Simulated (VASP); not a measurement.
# TiO2: single point with PBE

The system is TiO2.

```
Ti O
1.0
    -1.88890    1.88890    4.69588
     1.88890   -1.88890    4.69588
     1.88890    1.88890   -4.69588
Ti O
2 4
Direct
  0.75000 0.25000 0.50000
  0.00000 0.00000 0.00000
  0.54020 0.04020 0.50000
  0.79020 0.79020 0.00000
  0.20980 0.20980 0.00000
  0.95980 0.45980 0.50000
```

This cell differs from its parent crystal: uniaxial z strain -2.0%.

| Item | Value |
| --- | --- |
| Program | VASP 6.6.1 |
| Task | single point |
| Functional | PBE |
| Potentials or basis | VASP PAW PBE potentials, release 64 (Ti_sv, O) |
| Cutoff | 520 eV |
| k mesh | 10 × 10 × 10 |
| Occupations | fermi-dirac, width 0.02 eV |
| Spin | no spin polarisation |

```json
{"Pressure": "8.9 GPa", "Largest force": "0.125 eV/Å", "Band gap on the k mesh": "2.09 eV, indirect (least direct gap 2.46 eV)"}
```

Forces on the atoms (eV/Å):
```
Ti   0.000  0.000  0.000
Ti   0.000  0.000  0.000
O    0.000  0.000 -0.125
O    0.000  0.000 -0.125
O    0.000  0.000  0.125
O    0.000  0.000  0.125
```

Stress tensor (GPa, compression positive):
```
8.40 0.00 0.00
0.00 8.40 0.00
0.00 0.00 9.96
```

Levels at points of the mesh, in eV from the valence-band top:
```csv
k point,band 22,band 23,band 24,band 25,band 26,band 27
"(0.00, 0.00, 0.00)",-0.74,-0.51,-0.51,2.09,2.88,3.95
"(0.50, 0.00, 0.00)",-1.00,-0.85,-0.64,3.25,3.54,3.61
"(0.50, 0.50, 0.00)",-2.13,-0.02,-0.02,3.42,3.42,3.89
"(0.50, 0.50, 0.50)",-1.29,-0.15,-0.15,2.47,2.47,3.80
```

Wall time 6.2 min on 1 thread of Intel Xeon 6975P-C, on a shared host, peak memory 0.35 GiB.

Caveat: the cell differs from its parent crystal (uniaxial z strain -2.0%). A k mesh can miss the band edges.
